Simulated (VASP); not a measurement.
Input of a VASP 6.6.1 run:

POSCAR

```
CdO
1.0
    2.3059588850      2.3059588850      0.0000000000
   -2.3059588850      2.3059588850      0.0000000000
    0.0000000000      0.0000000000      4.6119177699
Cd O
2 2
Direct
    0.0000000000      0.0000000000      0.0000000000
    0.5000000000      0.5000000000      0.5000000000
    0.5000000000      0.5000000000      0.0000000000
    0.0000000000      0.0000000000      0.5000000000
```

File INCAR.step1:

```
SYSTEM = CdO
  ALGO = Normal
  EDIFF = 1E-5
  ENCUT = 660
  GGA = PE
  GGA_COMPAT = .FALSE.
  ISMEAR = 0
  LASPH = .TRUE.
  LCHARG = .FALSE.
  LREAL = .FALSE.
  LWAVE = .TRUE.
  NBANDS = 26
  NELM = 120
  PREC = Accurate
  SIGMA = 0.1
```

INCAR.step2

```
SYSTEM = CdO
  ALGO = Normal
  EDIFF = 1E-6
  ENCUT = 660
  GGA_COMPAT = .FALSE.
  ISIF = 2
  ISMEAR = 0
  ISTART = 1
  LASPH = .TRUE.
  LCHARG = .TRUE.
  LELF = .TRUE.
  LMIXTAU = .TRUE.
  LREAL = .FALSE.
  LVHAR = .TRUE.
  LWAVE = .FALSE.
  METAGGA = R2SCAN
  NBANDS = 26
  NELM = 120
  PREC = Accurate
  SIGMA = 0.1
```

The input KPOINTS:

```
k-points
0
G
  16 16 12
  0 0 0
```

Potentials or basis: VASP PAW PBE potentials, release 64 (Cd, O).

Command:

```bash
$ cat potpaw_PBE.64/Cd/POTCAR potpaw_PBE.64/O/POTCAR > POTCAR
$ cp INCAR.step1 INCAR
$ mpirun -np 1 vasp_std > vasp.out
$ cp INCAR.step2 INCAR
$ mpirun -np 1 vasp_std > vasp.out
```

Task: Estimate the band gap on the k mesh.

Result: 0.19 eV.

Task: Predict the pressure.

Result: 12.5 GPa.

Caveat: the cell differs from its parent crystal (equal strain along all axes, cell held: -2.0 %); the cell stands under pressure; semilocal functionals underestimate gaps, and a narrow one can read as zero; the PAW data sets were made with another functional, which shifts forces and pressure a little. A k mesh can miss the band edges.
